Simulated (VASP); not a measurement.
# Co (C2/c) in VASP: single point with PBEsol

Aim: the single point of Co with PBEsol.

Everything below comes from runs of VASP 6.6.1. Logs are shortened: lines on timing, memory, paths and dates and some standing lists are left out, and cuts for length are marked.

## (1) The cell of the first run

The typed cell holds 2 atoms: a = 2.490 Å, b = 2.490 Å, c = 4.732 Å, α = 105.27°, β = 105.27°, γ = 120.00°.

## (2) Single point, PBEsol, collinear spin, ferromagnetic start (10.80 Å³/atom)

INCAR reads:

```
PREC = Accurate
ENCUT = 520
EDIFF = 1E-6
ISMEAR = -1
SIGMA = 0.05
LREAL = False
LASPH = True
NELM = 150
ALGO = Normal
ISIF = 2
LWAVE = False
LCHARG = False
ISPIN = 2
MAGMOM = 1.639 1.639
LORBIT = 11
LMAXMIX = 4
GGA = PS
NBANDS = 20
```

KPOINTS reads:

```
Automatic mesh
0
Gamma
  19 19 9
```

POSCAR reads:

```
Co
1.0
   -1.6742975878      1.3756557540      1.2270817796
    1.3756557540     -1.6742975878      1.2270817796
    3.1020981234      3.1020981234     -1.7740448452
Co
2
Direct
    0.9584434530      0.0415565470      1.0000000000
    0.7915565470      0.2084434530      0.5000000000
```

Potentials or basis: VASP PAW PBE potentials, release 64 (Co).

On the command line:

```sh
cat potpaw_PBE.64/Co/POTCAR > POTCAR
mpirun -np 1 vasp_std > vasp.out
```

OUTCAR:

```text
PREC = Accurate
   ENCUT = 520
   EDIFF = 1E-6
   ISMEAR = -1
   LREAL = False
   LASPH = True
   NELM = 150
   ISIF = 2
   ISPIN = 2
   LORBIT = 11
   GGA = PS

 ion  position               nearest neighbor table
   1  0.958  0.042  0.000-   2 2.47   2 2.47   2 2.47   2 2.47   2 2.47   2 2.47
   2  0.792  0.208  0.500-   1 2.47   1 2.47   1 2.47   1 2.47   1 2.47   1 2.47

  Warning from LATTYP: Got some problem with cell dimensions!
  Tried to take original basis but could not verify dimensions!
  LATTYP: Found a base centered monoclinic cell.
 ALAT       =     2.4902394795
 B/A-ratio  =     1.7320765397
 C/A-ratio  =     1.6153459030
 COS(beta)  =    -0.0005326911

  Lattice vectors:

 A1 = (  -1.6742975878,   1.3756557540,   1.2270817796)
 A2 = (   1.3756557540,  -1.6742975878,   1.2270817796)
 A3 = (   2.8034562896,   2.8034562896,   0.6801187140)

Analysis of symmetry for initial positions (statically):
=====================================================================
 Subroutine PRICEL returns:
 Original cell was already a primitive cell.

 Routine SETGRP: Setting up the symmetry group for a
 base centered monoclinic supercell.

 Subroutine GETGRP returns: Found  4 space group operations
 (whereof  2 operations were pure point group operations)
 out of a pool of  4 trial point group operations.

The static configuration has the point symmetry C_2 .
 The point group associated with its full space group is C_2h.

Analysis of symmetry for dynamics (positions and initial velocities):
=====================================================================
 Subroutine PRICEL returns:
 Original cell was already a primitive cell.

 Routine SETGRP: Setting up the symmetry group for a
 base centered monoclinic supercell.

 Subroutine GETGRP returns: Found  4 space group operations
 (whereof  2 operations were pure point group operations)
 out of a pool of  4 trial point group operations.

The dynamic configuration has the point symmetry C_2 .
 The point group associated with its full space group is C_2h.

Analysis of structural, dynamic, and magnetic symmetry:
=====================================================================
 Subroutine PRICEL returns:
 Original cell was already a primitive cell.

 Routine SETGRP: Setting up the symmetry group for a
 base centered monoclinic supercell.

 Subroutine GETGRP returns: Found  4 space group operations
 (whereof  2 operations were pure point group operations)
 out of a pool of  4 trial point group operations.

The overall configuration has the point symmetry C_2 .
 The point group associated with its full space group is C_2h.

 Subroutine INISYM returns: Found  4 space group operations
 (whereof  2 operations are pure point group operations),
 and found     1 'primitive' translations

----------------------------------------------------------------------------------------

                                     Primitive cell

  volume of cell :      21.6036

  direct lattice vectors                    reciprocal lattice vectors
    -1.674297588  1.375655754  1.227081780    -0.038708804  0.289165064  0.437948283
     1.375655754 -1.674297588  1.227081780     0.289165064 -0.038708804  0.437948283
     3.102098123  3.102098123 -1.774044845     0.173237060  0.173237060  0.042161683

  length of vectors
     2.490267227  2.490267227  4.732151799     0.526225716  0.526225716  0.248595586

  position of ions in fractional coordinates (direct lattice)
     0.958443453  0.041556547  1.000000000
     0.791556547  0.208443453  0.500000000

  ion indices of the primitive-cell ions
   primitive index   ion index
                 1           1
                 2           2

----------------------------------------------------------------------------------------

 KPOINTS: Automatic mesh

Automatic generation of k-mesh.
 Grid dimensions read from file:
 generate k-points for:   19   19    9

 Generating k-lattice:

  Cartesian coordinates                     Fractional coordinates (reciprocal lattice)
    -0.002037305  0.015219214  0.023049910     0.052631579  0.000000000  0.000000000
     0.015219214 -0.002037305  0.023049910     0.000000000  0.052631579  0.000000000
     0.019248562  0.019248562  0.004684631    -0.000000000 -0.000000000  0.111111111

  Length of vectors
     0.027696090  0.027696090  0.027621732

  Shift w.r.t. Gamma in fractional coordinates (k-lattice)
     0.000000000  0.000000000  0.000000000

 Subroutine IBZKPT returns following result:
 ===========================================

 Found    860 irreducible k-points:

 Following reciprocal coordinates:
            Coordinates               Weight
  0.000000  0.000000  0.000000      1.000000
  0.052632 -0.000000 -0.000000      4.000000
  0.105263 -0.000000 -0.000000      4.000000
  0.157895 -0.000000 -0.000000      4.000000
  0.210526 -0.000000 -0.000000      4.000000
  0.263158  0.000000 -0.000000      4.000000
[... 16 lines left out ...]
 -0.315789  0.052632 -0.000000      4.000000
 -0.263158  0.052632  0.000000      4.000000
 [... further k-points ...]
   k-points           NKPTS =    860   k-points in BZ     NKDIM =    860   number of bands    NBANDS=     20
   number of dos      NEDOS =    301   number of ions     NIONS =      2
   total plane-waves  NPLWV =  14400
   dimension x,y,z NGX =    20 NGY =   20 NGZ =   36
   dimension x,y,z NGXF=    40 NGYF=   40 NGZF=   72
   ions per type =               2
   NGX,Y,Z   is equivalent  to a cutoff of  13.35, 13.35, 12.65 a.u.
   NGXF,Y,Z  is equivalent  to a cutoff of  26.70, 26.70, 25.29 a.u.
 SYSTEM =  unknown system
   PREC   = accura    normal or accurate (medium, high low for compatibility)
   ISTART =      0    job   : 0-new  1-cont  2-samecut
   ICHARG =      2    charge: 1-file 2-atom 10-const
   ISPIN  =      2    spin polarized calculation?
   LNONCOLLINEAR =      F non collinear calculations
   LSORBIT =      F    spin-orbit coupling
   LASPH  =      T    aspherical Exc in radial PAW
   ENCUT  =  520.0 eV  38.22 Ry    6.18 a.u.   4.63  4.63  8.80*2*pi/ulx,y,z
   NELM   =    150;   NELMIN=  2; NELMDL= -5     # of ELM steps
   EDIFF  = 0.1E-05   stopping-criterion for ELM
   LREAL  =      F    real-space projection
   EDIFFG = 0.1E-04   stopping-criterion for IOM
   NSW    =      0    number of steps for IOM
   IBRION =     -1    ionic relax: 0-MD 1-quasi-New 2-CG
   NFREE  =      0    steps in history (QN), initial steepest desc. (CG)
   ISIF   =      2    stress and relaxation
   ISYM   =      2    0-nonsym 1-usesym 2-fastsym
   POTIM  = 0.5000    time-step for ionic-motion
   TEBEG  =    0.0;   TEEND  =   0.0 temperature during run
   PSTRESS=    0.0 pullay stress
   NELECT =      18.0000    total number of electrons
   NUPDOWN=      -1.0000    fix difference up-down
   EMIN   =  10.00;   EMAX   =-10.00  energy-range for DOS
   EFERMI =   0.00;   METHOD = LEGACY
   ISMEAR =    -1;   SIGMA  =   0.05  broadening in eV -4-tet -1-fermi 0-gaus
   EFERMI_NEDOS =   21; number of points for ismear=-14 and -15
   IALGO  =     38    algorithm
   IMIX   =      4    mixing-type and parameters
     AMIX     =   0.40;   BMIX     =  1.00
     AMIX_MAG =   1.60;   BMIX_MAG =  1.00
  volume/ion in A,a.u.               =      10.80        72.89
  Fermi-wavevector in a.u.,A,eV,Ry     =   1.540483  2.911092 32.287839  2.373089
  Thomas-Fermi vector in A             =   2.646564
   LORBIT       =     11    0 simple, 1 ext, 2 COOP (PROOUT), +10 PAW based schemes
   GGA     = PS    functional components
   LHFCALC =     F    Hartree Fock is set to
   AEXX    =    0.0000 exact exchange contribution
   IVDW    =     0    specifies the selected vdW correction
   LEPSILON=     F    determine dielectric tensor
   LRPA    =     F    only Hartree local field effects (RPA)
 spin polarized calculation
  energy-cutoff  :      520.00
  volume of cell :       21.60
 maximum number of plane-waves:       596
   NGX =  9   NGY =  9   NGZ = 17

 number of electron      17.9999995 magnetization       3.2000369

 Free energy of the ion-electron system (eV)
  ---------------------------------------------------
  ext. energy  EPLUGINS =         0.00000000
  ---------------------------------------------------
  free energy    TOTEN  =       -15.44986558 eV

  energy without entropy =      -15.43476680  energy(sigma->0) =      -15.44231619

 E-fermi :  10.1264     XC(G=0): -13.6047

 val. band max:       10.1261674409   @ k =  -0.4211   0.2105   0.3333
 cond. band min:      10.1265781162   @ k =   0.2105   0.1053   0.3333
 fundamental gap:      0.0004106753
 Fermi energy:        10.1264172215

 spin component 1

 k-point     1 :       0.0000    0.0000    0.0000
  band No.  band energies     occupation
      1       1.1349      1.00000
      2       4.9680      1.00000
      3       7.5381      1.00000
      4       7.5558      1.00000
      5       7.5565      1.00000
      6       7.8732      1.00000
[... 12 lines left out ...]
     19      36.0156      0.00000
     20      36.0182      0.00000

 k-point     2 :       0.0526   -0.0000   -0.0000
  band No.  band energies     occupation
      1       1.2607      1.00000
      2       5.0234      1.00000
      3       7.4066      1.00000
      4       7.5920      1.00000
      5       7.6551      1.00000
      6       7.8390      1.00000
[... 12 lines left out ...]
     19      37.3086      0.00000
     20      37.7412      0.00000

 k-point     3 :       0.1053   -0.0000   -0.0000
  band No.  band energies     occupation
      1       1.6320      1.00000
      2       5.1831      1.00000
      3       7.2493      1.00000
      4       7.6653      1.00000
      5       7.6776      1.00000
      6       7.6864      1.00000
[... 12 lines left out ...]
     19      37.1420      0.00000
     20      38.8810      0.00000

 k-point     4 :       0.1579   -0.0000   -0.0000
  band No.  band energies     occupation
      1       2.2267      1.00000
      2       5.4238      1.00000
      3       7.0944      1.00000
      4       7.1657      1.00000
      5       7.5647      1.00000
      6       7.7858      1.00000
[... 429 lines left out ...]
 k-point    23 :      -0.3158    0.0526   -0.0000
  band No.  band energies     occupation
      1       4.1990      1.00000
      2       5.8249      1.00000
      3       6.2120      1.00000
      4       6.8971      1.00000
      5       7.3486      1.00000
      6       7.8428      1.00000
[... 12 lines left out ...]
     19      33.5769      0.00000
     20      35.5334      0.00000

 k-point    24 :      -0.2632    0.0526    0.0000
  band No.  band energies     occupation
      1       3.3877      1.00000
      2       5.8325      1.00000
      3       6.4450      1.00000
      4       6.9161      1.00000
      5       7.3577      1.00000
      6       7.8231      1.00000
[... 12 lines left out ...]
     19      34.5248      0.00000
     20      36.6847      0.00000

 [... further k-points ...]

 spin component 2

 k-point     1 :       0.0000    0.0000    0.0000
  band No.  band energies     occupation
      1       1.1940      1.00000
      2       5.9204      1.00000
      3       9.1461      1.00000
      4       9.1646      1.00000
      5       9.1657      1.00000
      6       9.5349      0.99999
[... 12 lines left out ...]
     19      36.3571      0.00000
     20      36.3595      0.00000

 k-point     2 :       0.0526   -0.0000   -0.0000
  band No.  band energies     occupation
      1       1.3203      1.00000
      2       5.9698      1.00000
      3       8.9905      1.00000
      4       9.2050      1.00000
      5       9.2789      1.00000
      6       9.4635      1.00000
[... 12 lines left out ...]
     19      37.6515      0.00000
     20      37.9904      0.00000

 k-point     3 :       0.1053   -0.0000   -0.0000
  band No.  band energies     occupation
      1       1.6937      1.00000
      2       6.1113      1.00000
      3       8.7991      1.00000
      4       8.8752      1.00000
      5       9.3032      1.00000
      6       9.3121      1.00000
[... 12 lines left out ...]
     19      37.2270      0.00000
     20      39.1193      0.00000

 k-point     4 :       0.1579   -0.0000   -0.0000
  band No.  band energies     occupation
      1       2.2960      1.00000
      2       6.3194      1.00000
      3       8.2570      1.00000
      4       8.6006      1.00000
      5       9.1715      1.00000
      6       9.4310      1.00000
[... 429 lines left out ...]
 k-point    23 :      -0.3158    0.0526   -0.0000
  band No.  band energies     occupation
      1       4.4323      1.00000
      2       6.7049      1.00000
      3       7.4888      1.00000
      4       8.2358      1.00000
      5       8.8055      1.00000
      6       9.3707      1.00000
[... 12 lines left out ...]
     19      33.9379      0.00000
     20      35.7803      0.00000

 k-point    24 :      -0.2632    0.0526    0.0000
  band No.  band energies     occupation
      1       3.5048      1.00000
      2       6.7257      1.00000
      3       7.6261      1.00000
      4       8.3064      1.00000
      5       8.9148      1.00000
      6       9.3591      1.00000
[... 12 lines left out ...]
     19      34.8668      0.00000
     20      36.9548      0.00000

 [... further k-points ...]
[... 5 lines left out ...]
  --------------------------------------------------------------------------------------
  -------------------------------------------------------------------------------------
  Total       -1.3114542     -1.3114542     -1.3087457     -0.0103505     -0.0056619     -0.0056619
  in kB      -97.2607958    -97.2607958    -97.0599234     -0.7676167     -0.4199043     -0.4199039
  external PRESSURE =     -97.1938383 kB  Pullay stress =       0.0000000 kB

 VOLUME and BASIS-vectors are now :
 -----------------------------------------------------------------------------
  energy-cutoff  :      520.00
  volume of cell :       21.60
      direct lattice vectors                 reciprocal lattice vectors
    -1.674297588  1.375655754  1.227081780    -0.038708804  0.289165064  0.437948283
     1.375655754 -1.674297588  1.227081780     0.289165064 -0.038708804  0.437948283
     3.102098123  3.102098123 -1.774044845     0.173237060  0.173237060  0.042161683

 POSITION                                       TOTAL-FORCE (eV/Angst)
 -----------------------------------------------------------------------------------
     -1.54755      1.24891      1.22708         0.003941     -0.003941      0.000000
      0.51249      2.29096      0.34006        -0.003941      0.003941     -0.000000
 -----------------------------------------------------------------------------------
    total drift:                                0.000000      0.000000     -0.000000

  FREE ENERGIE OF THE ION-ELECTRON SYSTEM (eV)
  ---------------------------------------------------
  free  energy   TOTEN  =       -15.4498655789 eV

  energy  without entropy=      -15.4347668041  energy(sigma->0) =      -15.44231619

 total charge

# of ion       s       p       d       tot
------------------------------------------
    1        0.491   0.528   7.260   8.280
    2        0.491   0.528   7.260   8.280
--------------------------------------------------
tot          0.981   1.057  14.521  16.559

 magnetization (x)

# of ion       s       p       d       tot
------------------------------------------
    1       -0.015  -0.051   1.680   1.615
    2       -0.015  -0.051   1.680   1.615
--------------------------------------------------
tot         -0.029  -0.101   3.360   3.229
```

Run time: 10 min. Hardware: 1 thread of Oxide Virtual Turin-like, shared host; peak memory 0.53 GiB.

Results:

| Property | Result |
| --- | --- |
| Free energy | -15.4499 eV |
| Pressure | -9.7 GPa |
| Largest force | 0.006 eV/Å |
| Net moment | 3.20 μB per cell |
| Site moments | Co +1.61 μB |
| Valence electrons inside the program's atomic spheres | Co 8.28 |

Forces on the atoms (eV/Å):
```
Co   0.004 -0.004  0.000
Co  -0.004  0.004  0.000
```

Caveat: the cell stands under tension; the PAW data sets were made with another functional, which shifts forces and pressure a little.
